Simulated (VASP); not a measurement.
# Sc2SbAs (P6/mmm) in VASP: notebook

Sc2SbAs is run at these levels: PBE; tasks: relaxation of cell and atoms, single point.

Program: VASP 6.6.1. These are calculated values, not measurements. Logs are shortened: lines on timing, memory, paths and dates and some standing lists are left out, and cuts for length are marked.

**1. The cell of the first run**

Symmetry: P6/mmm, No. 191, hexagonal system. Conventional cell: a = 4.733 Å, b = 4.733 Å, c = 5.451 Å, α = 90.00°, β = 90.00°, γ = 120.00°. Within 3.6 Å of Sc (site symmetry -6m2) lie 3 Sc at 2.73 Å and 3 As at 2.73 Å. Sb (site symmetry 6/mmm) has 2 As at 2.73 Å within 3.6 Å. Within 3.6 Å of As (site symmetry 6/mmm) lie 2 Sb at 2.73 Å and 6 Sc at 2.73 Å.

The cell was generated, and may not be a known phase.

**2. Relaxation of cell and atoms, PBE**

Contents of INCAR:

```
SYSTEM = Sc2SbAs
PREC     = Accurate       ! precision mode
ENCUT    = 600            ! plane-wave cutoff, eV
EDIFF    = 1E-7           ! SCF threshold, eV
ISMEAR   = 0              ! smearing method
SIGMA    = 0.1            ! smearing width, eV
LREAL    = .False.        ! projectors in reciprocal space
LASPH    = .True.         ! aspherical terms in the spheres
NELM     = 80             ! most SCF steps
ALGO     = Normal         ! electronic algorithm
ISIF     = 3              ! what is computed and relaxed
LWAVE    = .False.        ! write WAVECAR
LCHARG   = .False.        ! write CHGCAR
GGA      = PE             ! functional
IBRION   = 2              ! ionic algorithm
NSW      = 90             ! ionic steps
EDIFFG   = -0.04          ! ionic threshold
```

Contents of KPOINTS:

```
regular mesh
0
Gamma
  6 6 4
  0 0 0
```

Contents of POSCAR:

```
Sc2SbAs
1.0
    4.7329342700      0.0000000000      0.0000000000
   -2.3664671400      4.0988413100      0.0000000000
    0.0000000000      0.0000000000      5.4508565800
Sc Sb As
2 1 1
Direct
    0.3333333300      0.6666666700      0.5000000000
    0.6666666700      0.3333333300      0.5000000000
    0.0000000000      0.0000000000      0.0000000000
    0.0000000000      0.0000000000      0.5000000000
```

Potentials or basis: VASP PAW PBE potentials, release 64 (Sc_sv, Sb, As).

Launch:

```
$ cat potpaw_PBE.64/Sc_sv/POTCAR potpaw_PBE.64/Sb/POTCAR potpaw_PBE.64/As/POTCAR > POTCAR
$ mpirun -np 1 vasp_std > vasp.out
```

OUTCAR:

```text
SYSTEM = Sc2SbAs
   PREC = Accurate
   ENCUT = 600
   EDIFF = 1E-7
   ISMEAR = 0
   LREAL = .False.
   LASPH = .True.
   NELM = 80
   ISIF = 3
   GGA = PE
   IBRION = 2
   NSW = 90
   EDIFFG = -0.04

 ion  position               nearest neighbor table
   1  0.333  0.667  0.500-   2 2.73   2 2.73   4 2.73   4 2.73   4 2.73   2 2.73
   2  0.667  0.333  0.500-   1 2.73   1 2.73   4 2.73   4 2.73   4 2.73   1 2.73
   3  0.000  0.000  0.000-   4 2.73   4 2.73
   4  0.000  0.000  0.500-   3 2.73   3 2.73   1 2.73   2 2.73   2 2.73   1 2.73   2 2.73   1 2.73

  LATTYP: Found a hexagonal cell.
 ALAT       =     4.7329342700
 C/A-ratio  =     1.1516865160

  Lattice vectors:

 A1 = (   4.7329342700,   0.0000000000,   0.0000000000)
 A2 = (  -2.3664671400,   4.0988413100,   0.0000000000)
 A3 = (   0.0000000000,   0.0000000000,   5.4508565800)

Analysis of symmetry for initial positions (statically):
=====================================================================
 Subroutine PRICEL returns:
 Original cell was already a primitive cell.

 Routine SETGRP: Setting up the symmetry group for a
 hexagonal supercell.

 Subroutine GETGRP returns: Found 24 space group operations
 (whereof 24 operations were pure point group operations)
 out of a pool of 24 trial point group operations.

The static configuration has the point symmetry D_6h.

Analysis of symmetry for dynamics (positions and initial velocities):
=====================================================================
 Subroutine PRICEL returns:
 Original cell was already a primitive cell.

 Routine SETGRP: Setting up the symmetry group for a
 hexagonal supercell.

 Subroutine GETGRP returns: Found 24 space group operations
 (whereof 24 operations were pure point group operations)
 out of a pool of 24 trial point group operations.

The dynamic configuration has the point symmetry D_6h.

 Subroutine INISYM returns: Found 24 space group operations
 (whereof 24 operations are pure point group operations),
 and found     1 'primitive' translations

----------------------------------------------------------------------------------------

                                     Primitive cell

  volume of cell :     105.7441

  direct lattice vectors                    reciprocal lattice vectors
     4.732934270  0.000000000  0.000000000     0.211285419  0.121985694  0.000000000
    -2.366467140  4.098841310  0.000000000     0.000000000  0.243971387  0.000000000
     0.000000000  0.000000000  5.450856580     0.000000000  0.000000000  0.183457404

  length of vectors
     4.732934270  4.732934271  5.450856580     0.243971387  0.243971387  0.183457404

  position of ions in fractional coordinates (direct lattice)
     0.333333330  0.666666670  0.500000000
     0.666666670  0.333333330  0.500000000
     0.000000000  0.000000000  0.000000000
     0.000000000  0.000000000  0.500000000

  ion indices of the primitive-cell ions
   primitive index   ion index
                 1           1
                 2           2
                 3           3
                 4           4

----------------------------------------------------------------------------------------

 KPOINTS: regular mesh

Automatic generation of k-mesh.
 Grid dimensions read from file:
 generate k-points for:    6    6    4

 Generating k-lattice:

  Cartesian coordinates                     Fractional coordinates (reciprocal lattice)
     0.035214236  0.020330949  0.000000000     0.166666667 -0.000000000  0.000000000
     0.000000000  0.040661898  0.000000000     0.000000000  0.166666667  0.000000000
     0.000000000  0.000000000  0.045864351     0.000000000  0.000000000  0.250000000

  Length of vectors
     0.040661898  0.040661898  0.045864351

  Shift w.r.t. Gamma in fractional coordinates (k-lattice)
     0.000000000  0.000000000  0.000000000

 Subroutine IBZKPT returns following result:
 ===========================================

 Found     21 irreducible k-points:

 Following reciprocal coordinates:
            Coordinates               Weight
[... 39 lines left out ...]
  Thomas-Fermi vector in A             =   2.235494
   LORBIT       =      0    0 simple, 1 ext, 2 COOP (PROOUT), +10 PAW based schemes
   GGA     = PE    functional components
   LHFCALC =     F    Hartree Fock is set to
   AEXX    =    0.0000 exact exchange contribution
   IVDW    =     0    specifies the selected vdW correction
   LEPSILON=     F    determine dielectric tensor
   LRPA    =     F    only Hartree local field effects (RPA)
 conjugate gradient relaxation of ions
 non-spin polarized calculation
 Gauss-broadening in eV      SIGMA  =   0.10
  energy-cutoff  :      600.00
  volume of cell :      105.74
 maximum number of plane-waves:      3573
 NGX is ok and might be reduce to    40
   NGX = 19   NGY = 19   NGZ = 21

--------------------------------------- Ionic step        1  -------------------------------------------

 number of electron      32.0000002 magnetization

 Free energy of the ion-electron system (eV)
  ---------------------------------------------------
  ext. energy  EPLUGINS =         0.00000000
  ---------------------------------------------------
  free energy    TOTEN  =       -20.53507156 eV

  energy without entropy =      -20.50800219  energy(sigma->0) =      -20.52153688

 E-fermi :   4.8464     XC(G=0):  -9.3637

 val. band max:        4.8417730935   @ k =   0.3333   0.3333   0.0000
 cond. band min:       4.8519692434   @ k =   0.3333   0.3333   0.2500
 fundamental gap:      0.0101961500
 Fermi energy:         4.8464483612

 k-point     1 :       0.0000    0.0000    0.0000
  band No.  band energies     occupation
      1     -44.9452      2.00000
      2     -44.7167      2.00000
      3     -23.8517      2.00000
      4     -23.8517      2.00000
      5     -23.7047      2.00000
      6     -23.5171      2.00000
[... 12 lines left out ...]
     19       5.6957      0.00000
     20       5.6957      0.00000
[... 594 lines left out ...]
 POSITION                                       TOTAL-FORCE (eV/Angst)
 -----------------------------------------------------------------------------------
     -0.00000      2.79598      2.82608         0.000000      0.000000     -0.000000
      2.42139      1.39799      2.82608        -0.000000     -0.000000      0.000000
      4.84278     -0.00000     -0.00000         0.000000      0.000000      0.000000
      4.84278     -0.00000      2.82608         0.000000      0.000000      0.000000
 -----------------------------------------------------------------------------------
    total drift:                                0.000000     -0.000000      0.000000

  FREE ENERGIE OF THE ION-ELECTRON SYSTEM (eV)
  ---------------------------------------------------
  free  energy   TOTEN  =       -20.6521054871 eV

  energy  without entropy=      -20.6259677473  energy(sigma->0) =      -20.63903662

--------------------------------------- Ionic step        5  -------------------------------------------

 number of electron      32.0000004 magnetization

 Free energy of the ion-electron system (eV)
  ---------------------------------------------------
  ext. energy  EPLUGINS =         0.00000000
  ---------------------------------------------------
  free energy    TOTEN  =       -20.65286074 eV

  energy without entropy =      -20.62768906  energy(sigma->0) =      -20.64027490

 E-fermi :   4.1790     XC(G=0):  -9.0385

 val. band max:        4.1758922978   @ k =   0.1667   0.1667   0.2500
 cond. band min:       4.1981726027   @ k =   0.3333   0.3333   0.0000
 fundamental gap:      0.0222803049
 Fermi energy:         4.1790416866

 k-point     1 :       0.0000    0.0000    0.0000
  band No.  band energies     occupation
      1     -45.7368      2.00000
      2     -45.5546      2.00000
      3     -24.5764      2.00000
      4     -24.5764      2.00000
      5     -24.5138      2.00000
      6     -24.3613      2.00000
[... 12 lines left out ...]
     19       4.9429      0.00000
     20       4.9429      0.00000
[... 480 lines left out ...]
 POSITION                                       TOTAL-FORCE (eV/Angst)
 -----------------------------------------------------------------------------------
     -0.00000      2.78976      2.83536        -0.000000      0.000000      0.000000
      2.41600      1.39488      2.83536        -0.000000     -0.000000     -0.000000
     -0.00000      0.00000      0.00000         0.000000     -0.000000      0.000000
     -0.00000      0.00000      2.83536         0.000000     -0.000000      0.000000
 -----------------------------------------------------------------------------------
    total drift:                                0.000000     -0.000000      0.000000

  FREE ENERGIE OF THE ION-ELECTRON SYSTEM (eV)
  ---------------------------------------------------
  free  energy   TOTEN  =       -20.6528607415 eV

  energy  without entropy=      -20.6276890644  energy(sigma->0) =      -20.64027490

 reached required accuracy - stopping structural energy minimisation
```

It took 3.6 min on 1 thread of Intel Xeon Platinum 8488C (Sapphire Rapids), shared host; peak memory 0.32 GiB.

Results:

```
Free energy                           : -20.6529 eV
Relaxed volume                        : 28.67 Å³/atom
Relaxed cell                          : a = 4.832 Å, b = 4.832 Å, c = 5.671 Å, α = 90.00°, β = 90.00°, γ = 120.00°
Space group after relaxing (to 0.1 Å) : P6/mmm (No. 191)
Energy gained by relaxing             : 29.4 meV/atom
Ionic steps                           : 5
Pressure after relaxing               : -0.1 GPa
Band gap on the k mesh                : zero (bands 16 and 17 overlap by 0.62 eV)
```

Step by step:
```
step  energy change (eV)  largest force (eV/Å)  pressure (GPa)  volume (Å³)
   1              0.0000                0.0000            4.30       105.74
   2             -0.1105                0.0000           -0.93       116.96
   3             -0.1171                0.0000           -0.06       114.62
   4             -0.1170                0.0000           -0.13       114.80
   5             -0.1178                0.0000           -0.05       114.66
```

Final structure:
```
Sc Sb As
1.0
     4.83200    0.00000    0.00000
    -2.41600    4.18463    0.00000
     0.00000    0.00000    5.67073
Sc Sb As
2 1 1
Direct
  0.33333 0.66667 0.50000
  0.66667 0.33333 0.50000
  0.00000 0.00000 0.00000
  0.00000 0.00000 0.50000
```

Caveat: spin-orbit coupling is left out, which moves the levels of the heavy elements.

**3. Single point, PBE**

This run uses another cell than the first one, of 28.35 Å³/atom.

Contents of INCAR:

```
SYSTEM = Sc2SbAs
  PREC = Accurate
  ENCUT = 520
  EDIFF = 1E-7
  ISMEAR = 0
  SIGMA = 0.1
  LREAL = .FALSE.
  LASPH = .TRUE.
  NELM = 100
  ALGO = Normal
  ISIF = 2
  LWAVE = .FALSE.
  LCHARG = .FALSE.
  GGA = PE
  NBANDS = 24
```

Contents of KPOINTS:

```
regular mesh
0
G
  12 12 8
  0 0 0
```

Contents of POSCAR:

```
Sc2SbAs
1.0
    4.8487981471      0.0000000000      0.0000000000
   -2.4243990735      4.1991823732      0.0000000000
    0.0000000000      0.0000000000      5.5701184445
Sc Sb As
2 1 1
Direct
    0.3333333333      0.6666666667      0.5000000000
    0.6666666667      0.3333333333      0.5000000000
    0.0000000000      0.0000000000      0.0000000000
    0.0000000000      0.0000000000      0.5000000000
```

Potentials or basis: VASP PAW PBE potentials, release 64 (Sc_sv, Sb, As).

Launch:

```
$ cat potpaw_PBE.64/Sc_sv/POTCAR potpaw_PBE.64/Sb/POTCAR potpaw_PBE.64/As/POTCAR > POTCAR
$ mpirun -np 1 vasp_std > vasp.out
```

Run time: 3.3 min. Hardware: 1 thread of Intel Xeon Platinum 8488C (Sapphire Rapids), shared host; peak memory 0.41 GiB.

Results (log left out):

- Free energy: -20.7017 eV
- Pressure: 0.1 GPa
- Band gap on the k mesh: zero (bands 16 and 17 overlap by 0.66 eV)

Stress tensor (GPa, compression positive):
```
0.15 0.00 0.00
0.00 0.15 0.00
0.00 0.00 0.02
```

Levels at points of the mesh, in eV from the Fermi level:
```
           k point  band 14  band 15  band 16  band 17  band 18  band 19
(0.00, 0.00, 0.00)    -0.31     0.34     0.34     0.58     0.58     0.69
(0.50, 0.00, 0.00)    -1.63    -0.98    -0.31    -0.30     0.54     1.00
(0.00, 0.00, 0.50)    -0.60    -0.60    -0.40     0.19     0.19     0.37
(0.50, 0.00, 0.50)    -1.67    -1.01    -0.92     0.35     0.38     0.92
```

Caveat: spin-orbit coupling is left out, which moves the levels of the heavy elements.

**4. Single point, PBE, collinear spin**

This run uses another cell than the first one, of 28.65 Å³/atom.

Contents of INCAR:

```
PREC = Accurate
ENCUT = 520
EDIFF = 1E-6
ISMEAR = 0
SIGMA = 0.1
LREAL = False
LASPH = True
NELM = 150
ALGO = Normal
ISIF = 2
LWAVE = False
LCHARG = False
ISPIN = 2
MAGMOM = 1 1 0 0
LORBIT = 11
LMAXMIX = 4
GGA = PE
NBANDS = 28
```

Contents of KPOINTS:

```
Automatic mesh
0
Gamma
  6 6 4
```

Contents of POSCAR:

```
Sc2SbAs
1.0
    4.8298332455      0.0000000000      0.0000000000
   -2.4149166227      4.1827582866      0.0000000000
    0.0000000000      0.0000000000      5.6721230099
Sc Sb As
2 1 1
Direct
    0.3333333333      0.6666666667      0.5000000000
    0.6666666667      0.3333333333      0.5000000000
    0.0000000000      0.0000000000      0.0000000000
    0.0000000000      0.0000000000      0.5000000000
```

Launch:

```
$ cat potpaw_PBE.64/Sc_sv/POTCAR potpaw_PBE.64/Sb/POTCAR potpaw_PBE.64/As/POTCAR > POTCAR
$ mpirun -np 1 vasp_std > vasp.out
```

Run time: 2.1 min. Hardware: 1 thread of Intel Xeon Platinum 8488C (Sapphire Rapids), shared host; peak memory 0.33 GiB.

Results (log left out):

* Free energy: -20.6547 eV
* Pressure: 0.0 GPa
* Net moment: 0.43 μB per cell
* Site moments: Sc +0.19; Sb -0.03; As -0.01 μB
* Valence electrons inside the program's atomic spheres: Sc 9.54; Sb 2.33; As 2.82

Stress tensor (GPa, compression positive):
```
 0.13  0.00  0.00
 0.00  0.13  0.00
 0.00  0.00 -0.22
```

Levels at points of the mesh, in eV from the Fermi level:
Spin up:
| k point | band 14 | band 15 | band 16 | band 17 | band 18 | band 19 |
| --- | --- | --- | --- | --- | --- | --- |
| (0.00, 0.00, 0.00) | -0.18 | 0.32 | 0.32 | 0.63 | 0.63 | 0.70 |
| (0.50, 0.00, 0.00) | -1.57 | -1.02 | -0.32 | -0.28 | 0.53 | 1.09 |
| (0.00, 0.00, 0.50) | -0.49 | -0.37 | -0.37 | 0.20 | 0.20 | 0.44 |
| (0.50, 0.00, 0.50) | -1.51 | -1.07 | -1.03 | 0.32 | 0.32 | 0.91 |
Spin down:
```tsv
k point	band 13	band 14	band 15	band 16	band 17	band 18	band 19	band 20
(0.00, 0.00, 0.00)	-3.80	-0.04	0.51	0.51	0.66	0.66	0.91	0.91
(0.50, 0.00, 0.00)	-3.38	-1.56	-0.78	-0.16	-0.15	0.67	1.16	1.25
(0.00, 0.00, 0.50)	-0.96	-0.49	-0.40	-0.40	0.38	0.38	0.66	0.96
(0.50, 0.00, 0.50)	-2.58	-1.46	-0.98	-0.85	0.34	0.59	1.01	1.45
```

Caveat: a moment this small can come from the mesh or the smearing; spin-orbit coupling is left out, which moves the levels of the heavy elements.

**5. Relaxation of cell and atoms, PBE**

This run uses another cell than the first one, of 28.65 Å³/atom.

Contents of INCAR:

```
SYSTEM = Sc2SbAs
ALGO     = Normal         ! electronic algorithm
EDIFF    = 1E-6           ! SCF threshold, eV
EDIFFG   = -0.01          ! ionic threshold
ENCUT    = 600            ! plane-wave cutoff, eV
GGA      = PE             ! functional
IBRION   = 2              ! ionic algorithm
ISIF     = 3              ! what is computed and relaxed
ISMEAR   = 0              ! smearing method
LASPH    = .TRUE.         ! aspherical terms in the spheres
LCHARG   = .FALSE.        ! write CHGCAR
LREAL    = .FALSE.        ! projectors in reciprocal space
LWAVE    = .FALSE.        ! write WAVECAR
NELM     = 100            ! most SCF steps
NSW      = 100            ! ionic steps
PREC     = Accurate       ! precision mode
SIGMA    = 0.1            ! smearing width, eV
```

Contents of KPOINTS:

```
k-points
0
G
  12 12 8
  0 0 0
```

POSCAR is that of step 4.

Launch:

```
$ cat potpaw_PBE.64/Sc_sv/POTCAR potpaw_PBE.64/Sb/POTCAR potpaw_PBE.64/As/POTCAR > POTCAR
$ mpirun -np 1 vasp_std > vasp.out
```

Wall time 11 min (1 thread of Intel Xeon Platinum 8488C (Sapphire Rapids), shared host); peak memory 0.51 GiB.

Results (log left out):

* Free energy: -20.7023 eV
* Relaxed volume: 28.41 Å³/atom
* Relaxed cell: a = 4.853 Å, b = 4.853 Å, c = 5.572 Å, α = 90.00°, β = 90.00°, γ = 120.00°
* Space group after relaxing (to 0.1 Å): P6/mmm (No. 191)
* Energy gained by relaxing: 4.5 meV/atom
* Ionic steps: 5
* Pressure after relaxing: 0.0 GPa
* Band gap on the k mesh: zero (bands 16 and 17 overlap by 0.66 eV)

The path:
```
step  energy change (eV)  largest force (eV/Å)  pressure (GPa)  volume (Å³)
   1              0.0000                0.0000           -0.23       114.59
   2             -0.0174                0.0000           -0.09       113.89
   3             -0.0179                0.0000           -0.12       113.99
   4             -0.0179                0.0000           -0.13       114.01
   5             -0.0180                0.0000            0.02       113.65
```

Final structure:
```yaml
crystal:
  lattice:
    - [4.85294, 0.00000, 0.00000]
    - [-2.42647, 4.20277, 0.00000]
    - [0.00000, 0.00000, 5.57234]
  atoms:
    - { symbol: Sc, position: [0.33333, 0.66667, 0.50000] }
    - { symbol: Sc, position: [0.66667, 0.33333, 0.50000] }
    - { symbol: Sb, position: [0.00000, 0.00000, 0.00000] }
    - { symbol: As, position: [0.00000, 0.00000, 0.50000] }
```

Levels at points of the mesh, in eV from the Fermi level:
```tsv
k point	band 14	band 15	band 16	band 17	band 18	band 19
(0.00, 0.00, 0.00)	-0.31	0.34	0.34	0.58	0.58	0.68
(0.50, 0.00, 0.00)	-1.63	-0.98	-0.31	-0.30	0.54	0.99
(0.00, 0.00, 0.50)	-0.60	-0.60	-0.40	0.20	0.20	0.36
(0.50, 0.00, 0.50)	-1.66	-1.01	-0.91	0.35	0.37	0.92
```

Caveat: spin-orbit coupling is left out, which moves the levels of the heavy elements.

**6. Summary**

```csv
task,spin,cell,k mesh,cutoff (eV),gap on the mesh (eV),pressure (GPa),relaxed volume (Å³/atom)
relaxation of cell and atoms,off,"relaxed from a = 4.733, b = 4.733, c = 5.451 Å, angles 90.0, 90.0, 120.0°, 4 atoms",6 × 6 × 4,600,none,-0.1,28.67
single point,off,"a = 4.849, b = 4.849, c = 5.570 Å, angles 90.0, 90.0, 120.0°, 4 atoms",12 × 12 × 8,520,none,0.1,-
single point,collinear,"a = 4.830, b = 4.830, c = 5.672 Å, angles 90.0, 90.0, 120.0°, 4 atoms",6 × 6 × 4,520,none,0.0,-
relaxation of cell and atoms,off,"relaxed from a = 4.830, b = 4.830, c = 5.672 Å, angles 90.0, 90.0, 120.0°, 4 atoms",12 × 12 × 8,600,none,0.0,28.41
```

Alike in all rows: level PBE; potentials or basis VASP PAW PBE potentials, release 64 (Sc_sv, Sb, As); smearing gaussian 0.1 eV.

Caveats: spin-orbit coupling is left out, which moves the levels of the heavy elements; a moment this small can come from the mesh or the smearing (at least some runs).

Total energies depend on the potentials used, so only differences within one code and one set of settings carry meaning.

The gap in the log of VASP goes by the Fermi energy; the results here count the filled bands.